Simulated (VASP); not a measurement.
RbBr: single point with LDA

Crystal: RbBr.

```
Rb Br
1.0
     8.25215    0.00000    0.00000
     0.00000    8.25215    0.00000
     0.00000    0.00000    4.12608
Rb Br
4 4
Direct
  0.02125 0.00907 0.96165
  0.97190 0.50112 0.02089
  0.48871 0.99110 0.98358
  0.49926 0.47944 0.08203
  0.26599 0.26101 0.49957
  0.23024 0.77511 0.57550
  0.78280 0.22689 0.42455
  0.74115 0.75760 0.44887
```

```yaml
Program: VASP 6.6.1
Task: single point
Functional: LDA
Potentials_or_basis: VASP PAW LDA potentials, release 64 (Rb_sv, Br)
Cutoff: 400 eV
k_mesh: 1 × 1 × 1
Occupations: methfessel-paxton, width 0.15 eV
Spin: no spin polarisation
Dipole_correction: no
Further_INCAR_settings: ALGO = Normal; EDIFF = 1e-06; NBANDS = 42
```

* Pressure: 4.7 GPa
* Largest force: 0.458 eV/Å

Forces on the atoms (eV/Å):
```
Rb  -0.309  0.126  0.237
Rb   0.164  0.135 -0.165
Rb   0.179 -0.051  0.075
Rb  -0.124  0.116 -0.163
Br   0.146  0.101  0.138
Br   0.157 -0.302 -0.306
Br  -0.055  0.087  0.150
Br  -0.158 -0.212  0.033
```

Stress tensor (GPa, compression positive):
```
 0.50  0.04 -0.65
 0.04  0.48  0.23
-0.65  0.23 13.02
```

Levels at points of the mesh, in eV from the Fermi level:
```
           k point  band 29  band 30  band 31  band 32  band 33  band 34  band 35  band 36
(0.00, 0.00, 0.00)    -0.35    -0.32    -0.22    -0.11     3.29     4.65     4.92     5.10
```

It took 7.7 s on 1 thread of Intel(R) Xeon(R) 6975P-C (Granite Rapids), with other jobs on the host, peak memory 0.2 GiB.

Caveat: the k points lie up to 1.52 Å⁻¹ apart.
